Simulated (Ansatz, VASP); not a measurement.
**ZnAu: VASP beside Ansatz**

File INCAR:

```
SYSTEM = ZnAu
PREC = Accurate
ENCUT = 520
EDIFF = 1E-6
ISMEAR = -1
SIGMA = 0.05
LREAL = .FALSE.
LASPH = .TRUE.
NELM = 60
ALGO = Normal
ISIF = 2
LWAVE = .FALSE.
LCHARG = .FALSE.
GGA = PE
NBANDS = 18
```

KPOINTS

```
regular mesh
0
G
  12 12 12
  0 0 0
```

The input POSCAR:

```
ZnAu
1.0
    3.1730094440      0.0000000000      0.0000000000
    0.0000000000      3.1730094440      0.0000000000
    0.0000000000      0.0000000000      3.1730094440
Zn Au
1 1
Direct
    0.5000000000      0.5000000000      0.5000000000
    0.0000000000      0.0000000000      0.0000000000
```

Input for Ansatz:

```yaml
crystal:
  lattice:
    - [3.173009444, 0.0, 0.0]
    - [0.0, 3.173009444, 0.0]
    - [0.0, 0.0, 3.173009444]
  atoms:
    - { symbol: Zn, position: [0.5, 0.5, 0.5] }
    - { symbol: Au, position: [0.0, 0.0, 0.0] }
kpoints:
  mp_grid: { grid: [12, 12, 12] }
scf:
  occupations: { method: fermi_dirac, width: 0.05 }
hamiltonian:
  xc: pbe
  pseudopotentials: { kind: all_electron, lapw: { basis_error: 0.0005 } }
output:
  forces: true
  stress: true
  eigenvalues: true
```

Change from the starting cell: volume scaled by 1.025.

Alike in both runs: task single point; functional PBE; k mesh 12 × 12 × 12; occupations fermi-dirac, width 0.05 eV; no spin polarisation.

|  | VASP | Ansatz |
| --- | --- | --- |
| version | VASP 6.6.1 | Ansatz 0.2.0 |
| potentials or method | VASP PAW PBE potentials, release 64 (Zn, Au), cutoff 520 eV | all-electron LAPW, scalar-relativistic |

|  | VASP | Ansatz | Ansatz less VASP |
| --- | --- | --- | --- |
| pressure (GPa) | 1.6 | 1.6 | -0.05 |

Ansatz ran all-electron here, and VASP with PAW potentials.

Spin-orbit coupling is off throughout.
